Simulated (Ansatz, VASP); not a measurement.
## CdBi3O in VASP and in Ansatz

Contents of INCAR:

```
  PREC = Accurate
  ENCUT = 600
  EDIFF = 1E-7
  ISMEAR = 0
  SIGMA = 0.1
  LREAL = False
  LASPH = True
  NELM = 120
  ALGO = Normal
  ISIF = 3
  LWAVE = False
  LCHARG = False
  GGA = PE
  IBRION = 2
  NSW = 100
  EDIFFG = -0.01
  GGA_COMPAT = False
  NELMIN = 4
```

KPOINTS

```
Automatic mesh
0
Gamma
  8 8 8
```

Contents of POSCAR:

```
CdBi3O
1.0
    5.0095206884      0.0000000000      0.0000000000
    0.0000000000      5.0095206884      0.0000000000
    0.0000000000      0.0000000000      5.0095206884
Cd Bi O
1 3 1
Direct
    0.0000000000      0.0000000000      0.0000000000
    0.0000000000      0.5000000000      0.5000000000
    0.5000000000      0.0000000000      0.5000000000
    0.5000000000      0.5000000000      0.0000000000
    0.5000000000      0.5000000000      0.5000000000
```

Input for Ansatz:

```yaml
crystal:
  lattice:
    - [5.0095206884, 0.0, 0.0]
    - [0.0, 5.0095206884, 0.0]
    - [0.0, 0.0, 5.0095206884]
  atoms:
    - { symbol: Cd, position: [0.0, 0.0, 0.0] }
    - { symbol: Bi, position: [0.0, 0.5, 0.5] }
    - { symbol: Bi, position: [0.5, 0.0, 0.5] }
    - { symbol: Bi, position: [0.5, 0.5, 0.0] }
    - { symbol: O, position: [0.5, 0.5, 0.5] }
basis:
  ecutwfc: 420
kpoints:
  mp_grid: { grid: [8, 8, 8] }
hamiltonian:
  xc: pbe
scf:
  occupations: { method: gaussian, width: 0.1 }
output:
  forces: true
  stress: true
  eigenvalues: true
  write_density: true
  write_potential: true
  elf: true
  volumetric_format: npy
relax:
  adjacent_minimum: "off"
  f_tol: 0.01
  max_steps: 80
  cell: { stress_tol: 0.05 }
```

Alike in both runs: task relaxation of cell and atoms; functional PBE; k mesh 8 × 8 × 8; occupations gaussian, width 0.1 eV; no spin polarisation.

```csv
,VASP,Ansatz
version,VASP 6.6.1,Ansatz 0.2.0
potentials or method,"VASP PAW PBE potentials, release 64 (Cd, Bi_d, O), cutoff 600 eV","scalar-relativistic, plane waves, PAW"
valence electrons in the cell,63,71
```

```tsv
	VASP	Ansatz	Ansatz less VASP
gap on the k mesh at the Fermi level, each at its own relaxed structure (eV)	none	none	-
relaxed volume (Å³/atom)	25.34	25.34	0.000
relaxed length of the cell vector where the two differ most in proportion (Å)	5.022	5.022	0.0000
```

A gap of «none» marks a metal or a gap that the smearing closes. VASP's potentials hold 63 valence electrons a cell and Ansatz's 71, so a difference there can come from the potentials and not from the codes.

Spin-orbit coupling is off throughout.
